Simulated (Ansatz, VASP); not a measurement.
**C: VASP beside Ansatz**

```
C
1.0
     0.00000    1.76557    1.78340
     1.76557    0.00000    1.78340
     1.76557    1.76557    0.00000
C
2
Direct
  0.50000 0.50000 0.50000
  0.75000 0.75000 0.75000
```

Change from the starting cell: equal xx and yy strain of -1 %.

Alike in both runs: task single point; functional LDA; k mesh 20 × 20 × 20; occupations fermi-dirac, width 0.08 eV; no spin polarisation.

```csv
,VASP,Ansatz
version,VASP 6.6.1,Ansatz 0.2.0
potentials or method,"VASP PAW LDA potentials, release 64 (C), cutoff 520 eV","all-electron LAPW, scalar-relativistic"
```

Ansatz gave:

```
gap on the k mesh at the Fermi level (eV)                     : 4.03
pressure (GPa)                                                : -4.2
traceless stress, the component that is largest in VASP (GPa) : -6.41
```

Task: What did VASP give for the same quantities?

Result: gap on the k mesh at the Fermi level (eV): 4.02; pressure (GPa): -2.8; traceless stress, the component that is largest in VASP (GPa): -6.40.

LDA's correlation is that of Perdew and Zunger in VASP and of Perdew and Wang (1992) in Ansatz. Ansatz ran all-electron here, and VASP with PAW potentials.
